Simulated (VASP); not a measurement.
Here is a VASP 6.6.1 calculation.

INCAR

```
SYSTEM = ZnS
PREC = Accurate
ENCUT = 500
EDIFF = 1E-6
ISMEAR = -1
SIGMA = 0.05
LREAL = .False.
LASPH = .True.
NELM = 120
ALGO = Normal
ISIF = 2
LWAVE = .False.
LCHARG = .True.
GGA = PE
LELF = .True.
LVHAR = .True.
NBANDS = 26
GGA_COMPAT = .False.
```

Contents of KPOINTS:

```
Automatic mesh
0
Gamma
  10 10 5
  0 0 0
```

Contents of POSCAR:

```
ZnS
1.0
    3.8445746294      0.0000000000      0.0000000000
   -1.9222873147      3.3294992958      0.0000000000
    0.0000000000      0.0000000000      6.3050789164
Zn S
2 2
Direct
    0.3333333333      0.6666666667      0.0007376502
    0.6666666667      0.3333333333      0.5007376502
    0.3333333333      0.6666666667      0.3752623498
    0.6666666667      0.3333333333      0.8752623498
```

Potentials or basis: VASP PAW PBE potentials, release 64 (Zn, S).

Command:

```sh
$ cat potpaw_PBE.64/Zn/POTCAR potpaw_PBE.64/S/POTCAR > POTCAR
$ mpirun -np 1 vasp_std > vasp.out
```

Task: Estimate the band gap on the k mesh.

Result: 2.08 eV, direct.

Task: What does it give for the pressure?

Result: 0.2 GPa.

A hybrid or GW would open this gap; PBE tends to underestimate it.
